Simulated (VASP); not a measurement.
# KCl in VASP: settings compared

Aim: see how the results for KCl move with the level of theory and the settings. Levels: r2SCAN, HSE06. Tasks: single point.

Everything below comes from runs of VASP 6.6.1. Logs are shortened: lines on timing, memory, paths and dates and some standing lists are left out, and cuts for length are marked.

## (1) The cell of the first run

It takes space group Imm2 (No. 44, orthorhombic). Conventional cell: a = 4.919 Å, b = 5.001 Å, c = 7.015 Å, α = 90.00°, β = 90.00°, γ = 90.00°. K (site symmetry mm2) has 4 Cl at 3.04 Å within 4.0 Å. Within 4.0 Å of Cl (site symmetry mm2) lie 4 K at 3.04 Å.

## (2) Single point, r2SCAN (shear xy strain -1.6%)

The input, POSCAR:

```
KCl
1.0
   -0.0287597192      3.5072828304      3.5072828304
    3.5072828304     -0.0287597192      3.5072828304
    3.4785231112      3.4785231112      0.0000000000
K Cl
1 1
Direct
   -0.0018571389     -0.0018571389      0.0018571389
    0.2518571389      0.2518571389      0.2481428611
```

The input, INCAR.step1:

```
SYSTEM = KCl
ALGO = Normal
EDIFF = 1E-4
ENCUT = 520
GGA = PE
ISMEAR = 0
LASPH = .TRUE.
LCHARG = .FALSE.
LREAL = .FALSE.
LWAVE = .TRUE.
NBANDS = 15
NELM = 60
PREC = Accurate
SIGMA = 0.01
```

The input, INCAR.step2:

```
SYSTEM = KCl
ALGO = Normal
EDIFF = 1E-6
ENCUT = 520
ISIF = 2
ISMEAR = 0
ISTART = 1
LASPH = .TRUE.
LCHARG = .FALSE.
LMIXTAU = .TRUE.
LREAL = .FALSE.
LWAVE = .FALSE.
METAGGA = R2SCAN
NBANDS = 15
NELM = 60
PREC = Accurate
SIGMA = 0.01
```

The input, KPOINTS:

```
k-points
0
G
  6 6 6
  0 0 0
```

Potentials or basis: VASP PAW PBE potentials, release 64 (K_sv, Cl).

Started as:

```
cat potpaw_PBE.64/K_sv/POTCAR potpaw_PBE.64/Cl/POTCAR > POTCAR
cp INCAR.step1 INCAR
mpirun -np 1 vasp_std > vasp.out
cp INCAR.step2 INCAR
mpirun -np 1 vasp_std > vasp.out
```

OUTCAR:

```text
SYSTEM = KCl
   EDIFF = 1E-6
   ENCUT = 520
   ISIF = 2
   ISMEAR = 0
   ISTART = 1
   LASPH = .TRUE.
   LREAL = .FALSE.
   METAGGA = R2SCAN
   NELM = 60
   PREC = Accurate

 ion  position               nearest neighbor table
   1  0.998  0.998  0.002-   2 3.04   2 3.04   2 3.04   2 3.04
   2  0.252  0.252  0.248-   1 3.04   1 3.04   1 3.04   1 3.04

  LATTYP: Found a body centered orthorhombic cell.
 ALAT       =     4.9193745609
 B/A-ratio  =     1.0165355918
 C/A-ratio  =     1.4259059915

  Lattice vectors:

 A1 = (   0.0287597192,  -3.5072828304,  -3.5072828304)
 A2 = (  -0.0287597192,   3.5072828304,  -3.5072828304)
 A3 = (   3.5072828304,  -0.0287597192,   3.5072828304)

Analysis of symmetry for initial positions (statically):
=====================================================================
 Subroutine PRICEL returns:
 Original cell was already a primitive cell.

 Routine SETGRP: Setting up the symmetry group for a
 body centered orthorhombic supercell.

 Subroutine GETGRP returns: Found  4 space group operations
 (whereof  4 operations were pure point group operations)
 out of a pool of  8 trial point group operations.

The static configuration has the point symmetry C_2v.

Analysis of symmetry for dynamics (positions and initial velocities):
=====================================================================
 Subroutine PRICEL returns:
 Original cell was already a primitive cell.

 Routine SETGRP: Setting up the symmetry group for a
 body centered orthorhombic supercell.

 Subroutine GETGRP returns: Found  4 space group operations
 (whereof  4 operations were pure point group operations)
 out of a pool of  8 trial point group operations.

The dynamic configuration has the point symmetry C_2v.

 Subroutine INISYM returns: Found  4 space group operations
 (whereof  4 operations are pure point group operations),
 and found     1 'primitive' translations

----------------------------------------------------------------------------------------

                                     Primitive cell

  volume of cell :      86.2806

  direct lattice vectors                    reciprocal lattice vectors
    -0.028759719  3.507282830  3.507282830    -0.141401013  0.141401013  0.142560502
     3.507282830 -0.028759719  3.507282830     0.141401013 -0.141401013  0.142560502
     3.478523111  3.478523111  0.000000000     0.143739163  0.143739163 -0.142560502

  length of vectors
     4.960130324  4.960130324  4.919374561     0.245584995  0.245584995  0.248284898

  position of ions in fractional coordinates (direct lattice)
     0.998142861  0.998142861  0.001857139
     0.251857139  0.251857139  0.248142861

  ion indices of the primitive-cell ions
   primitive index   ion index
                 1           1
                 2           2

----------------------------------------------------------------------------------------

 KPOINTS: k-points

Automatic generation of k-mesh.
 Grid dimensions read from file:
 generate k-points for:    6    6    6

 Generating k-lattice:

  Cartesian coordinates                     Fractional coordinates (reciprocal lattice)
    -0.023566836  0.023566836  0.023760084     0.166666667  0.000000000  0.000000000
     0.023566836 -0.023566836  0.023760084     0.000000000  0.166666667  0.000000000
     0.023956527  0.023956527 -0.023760084     0.000000000  0.000000000  0.166666667

  Length of vectors
     0.040930833  0.040930833  0.041380816

  Shift w.r.t. Gamma in fractional coordinates (k-lattice)
     0.000000000  0.000000000  0.000000000

 Subroutine IBZKPT returns following result:
 ===========================================

 Found     46 irreducible k-points:

 Following reciprocal coordinates:
            Coordinates               Weight
  0.000000  0.000000  0.000000      1.000000
  0.166667  0.000000  0.000000      4.000000
  0.333333  0.000000  0.000000      4.000000
  0.500000  0.000000  0.000000      2.000000
  0.166667  0.166667  0.000000      2.000000
  0.333333  0.166667  0.000000      4.000000
[... 16 lines left out ...]
 -0.166667  0.333333  0.166667      4.000000
  0.500000  0.500000  0.166667      4.000000
 [... further k-points ...]
   k-points           NKPTS =     46   k-points in BZ     NKDIM =     46   number of bands    NBANDS=     15
   number of dos      NEDOS =    301   number of ions     NIONS =      2
   total plane-waves  NPLWV =  64000
   dimension x,y,z NGX =    40 NGY =   40 NGZ =   40
   dimension x,y,z NGXF=    80 NGYF=   80 NGZF=   80
   ions per type =               1   1
   NGX,Y,Z   is equivalent  to a cutoff of  13.41, 13.41, 13.52 a.u.
   NGXF,Y,Z  is equivalent  to a cutoff of  26.81, 26.81, 27.04 a.u.
 SYSTEM =  KCl
   PREC   = accura    normal or accurate (medium, high low for compatibility)
   ISTART =      1    job   : 0-new  1-cont  2-samecut
   ICHARG =      0    charge: 1-file 2-atom 10-const
   ISPIN  =      1    spin polarized calculation?
   LNONCOLLINEAR =      F non collinear calculations
   LSORBIT =      F    spin-orbit coupling
   LASPH  =      T    aspherical Exc in radial PAW
   ENCUT  =  520.0 eV  38.22 Ry    6.18 a.u.   9.22  9.22  9.15*2*pi/ulx,y,z
   NELM   =     60;   NELMIN=  2; NELMDL=  0     # of ELM steps
   EDIFF  = 0.1E-05   stopping-criterion for ELM
   LREAL  =      F    real-space projection
   EDIFFG = 0.1E-04   stopping-criterion for IOM
   NSW    =      0    number of steps for IOM
   IBRION =     -1    ionic relax: 0-MD 1-quasi-New 2-CG
   NFREE  =      0    steps in history (QN), initial steepest desc. (CG)
   ISIF   =      2    stress and relaxation
   ISYM   =      2    0-nonsym 1-usesym 2-fastsym
   POTIM  = 0.5000    time-step for ionic-motion
   TEBEG  =    0.0;   TEEND  =   0.0 temperature during run
   PSTRESS=    0.0 pullay stress
   NELECT =      16.0000    total number of electrons
   NUPDOWN=      -1.0000    fix difference up-down
   EMIN   =  10.00;   EMAX   =-10.00  energy-range for DOS
   EFERMI =   0.00;   METHOD = LEGACY
   ISMEAR =     0;   SIGMA  =   0.01  broadening in eV -4-tet -1-fermi 0-gaus
   EFERMI_NEDOS =   21; number of points for ismear=-14 and -15
   IALGO  =     38    algorithm
   IMIX   =      4    mixing-type and parameters
     AMIX     =   0.40;   BMIX     =  1.00
     AMIX_MAG =   1.60;   BMIX_MAG =  1.00
  volume/ion in A,a.u.               =      43.14       291.13
  Fermi-wavevector in a.u.,A,eV,Ry     =   0.933563  1.764179 11.858028  0.871540
  Thomas-Fermi vector in A             =   2.060278
   LORBIT       =      0    0 simple, 1 ext, 2 COOP (PROOUT), +10 PAW based schemes
   METAGGA = R2SCAN    functional components
   LHFCALC =     F    Hartree Fock is set to
   AEXX    =    0.0000 exact exchange contribution
   IVDW    =     0    specifies the selected vdW correction
   LEPSILON=     F    determine dielectric tensor
   LRPA    =     F    only Hartree local field effects (RPA)
 non-spin polarized calculation
 Gauss-broadening in eV      SIGMA  =   0.01
  energy-cutoff  :      520.00
  volume of cell :       86.28
 maximum number of plane-waves:      2342
 NGX is ok and might be reduce to    40
   NGX = 19   NGY = 19   NGZ = 19

 number of electron      16.0000000 magnetization

 Free energy of the ion-electron system (eV)
  ---------------------------------------------------
  ext. energy  EPLUGINS =         0.00000000
  ---------------------------------------------------
  free energy    TOTEN  =       -16.22176134 eV

  energy without entropy =      -16.22176134  energy(sigma->0) =      -16.22176134

 E-fermi :  -3.4977     XC(G=0):  -6.3709

 val. band max:       -3.5832675454   @ k =   0.5000   0.5000   0.0000
 cond. band min:       1.7581470827   @ k =   0.0000   0.0000   0.0000
 fundamental gap:      5.3414146281
 Fermi energy:        -3.4977135509

 k-point     1 :       0.0000    0.0000    0.0000
  band No.  band energies     occupation
      1     -31.9436      2.00000
      2     -15.8889      2.00000
      3     -14.6671      2.00000
      4     -14.6657      2.00000
      5     -14.6646      2.00000
      6      -3.6418      2.00000
      7      -3.6313      2.00000
      8      -3.6201      2.00000
      9       1.7581      0.00000
     10       6.5429      0.00000
     11       6.5461      0.00000
     12       7.5337      0.00000
     13       7.5528      0.00000
     14       7.5708      0.00000
     15       8.5820      0.00000

 k-point     2 :       0.1667    0.0000    0.0000
  band No.  band energies     occupation
      1     -31.9429      2.00000
      2     -15.9356      2.00000
      3     -14.6697      2.00000
      4     -14.6679      2.00000
      5     -14.6128      2.00000
      6      -3.7264      2.00000
      7      -3.6259      2.00000
      8      -3.6134      2.00000
      9       2.1811      0.00000
     10       6.2315      0.00000
     11       6.2693      0.00000
     12       7.1219      0.00000
     13       7.8106      0.00000
     14       8.0031      0.00000
     15       8.0038      0.00000

 k-point     3 :       0.3333    0.0000    0.0000
  band No.  band energies     occupation
      1     -31.9415      2.00000
      2     -16.0186      2.00000
      3     -14.6748      2.00000
      4     -14.6729      2.00000
      5     -14.5193      2.00000
      6      -3.8691      2.00000
      7      -3.6090      2.00000
      8      -3.6004      2.00000
      9       3.1689      0.00000
     10       5.6967      0.00000
     11       6.0255      0.00000
     12       6.1177      0.00000
     13       7.7338      0.00000
     14       7.8427      0.00000
     15       7.9031      0.00000
[... 343 lines left out ...]
 k-point    23 :      -0.1667    0.3333    0.1667
  band No.  band energies     occupation
      1     -31.9405      2.00000
      2     -16.0649      2.00000
      3     -14.6935      2.00000
      4     -14.6831      2.00000
      5     -14.4445      2.00000
      6      -3.8670      2.00000
      7      -3.6749      2.00000
      8      -3.5968      2.00000
      9       3.6285      0.00000
     10       4.8359      0.00000
     11       6.2404      0.00000
     12       6.6154      0.00000
     13       7.9127      0.00000
     14       8.0477      0.00000
     15       8.4336      0.00000

 k-point    24 :       0.5000    0.5000    0.1667
  band No.  band energies     occupation
      1     -31.9399      2.00000
      2     -16.0846      2.00000
      3     -14.6963      2.00000
      4     -14.6867      2.00000
      5     -14.4206      2.00000
      6      -3.9244      2.00000
      7      -3.6356      2.00000
      8      -3.6066      2.00000
      9       3.6900      0.00000
     10       4.6971      0.00000
     11       6.6631      0.00000
     12       6.9431      0.00000
     13       7.9101      0.00000
     14       7.9961      0.00000
     15       8.2510      0.00000

 [... further k-points ...]

------------------------ aborting loop because EDIFF is reached ----------------------------------------

  FORCE on cell =-STRESS in cart. coord.  units (eV):
  Direction    XX          YY          ZZ          XY          YZ          ZX
  --------------------------------------------------------------------------------------
  -------------------------------------------------------------------------------------
  Total       -0.0079446     -0.0079446     -0.0086910      0.0251252      0.0000000      0.0000000
  in kB       -0.1475256     -0.1475256     -0.1613858      0.4665597      0.0000000      0.0000000
  external PRESSURE =      -0.1521457 kB  Pullay stress =       0.0000000 kB

 VOLUME and BASIS-vectors are now :
 -----------------------------------------------------------------------------
  energy-cutoff  :      520.00
  volume of cell :       86.28
      direct lattice vectors                 reciprocal lattice vectors
    -0.028759719  3.507282830  3.507282830    -0.141401013  0.141401013  0.142560502
     3.507282830 -0.028759719  3.507282830     0.141401013 -0.141401013  0.142560502
     3.478523111  3.478523111  0.000000000     0.143739163  0.143739163 -0.142560502

 POSITION                                       TOTAL-FORCE (eV/Angst)
 -----------------------------------------------------------------------------------
      3.47852      3.47852      7.00154         0.000000      0.000000     -0.000845
      1.73926      1.73926      1.76667        -0.000000     -0.000000      0.000845
 -----------------------------------------------------------------------------------
    total drift:                                0.000000      0.000000     -0.000327

  FREE ENERGIE OF THE ION-ELECTRON SYSTEM (eV)
  ---------------------------------------------------
  free  energy   TOTEN  =       -16.2217613351 eV

  energy  without entropy=      -16.2217613351  energy(sigma->0) =      -16.22176134
```

Wall time 2.4 min (1 thread of Intel Xeon Platinum 8488C (Sapphire Rapids), shared host); peak memory 0.28 GiB.

What came out:

| Quantity | Value |
| --- | --- |
| Free energy | -16.2218 eV |
| Pressure | 0.0 GPa |
| Band gap on the k mesh | 5.34 eV (least direct gap 5.38 eV) |

Caveat: the cell differs from its parent crystal (shear xy strain -1.6%); the PAW data sets were made with another functional, which shifts forces and pressure a little.

[end of part 1 of 2]
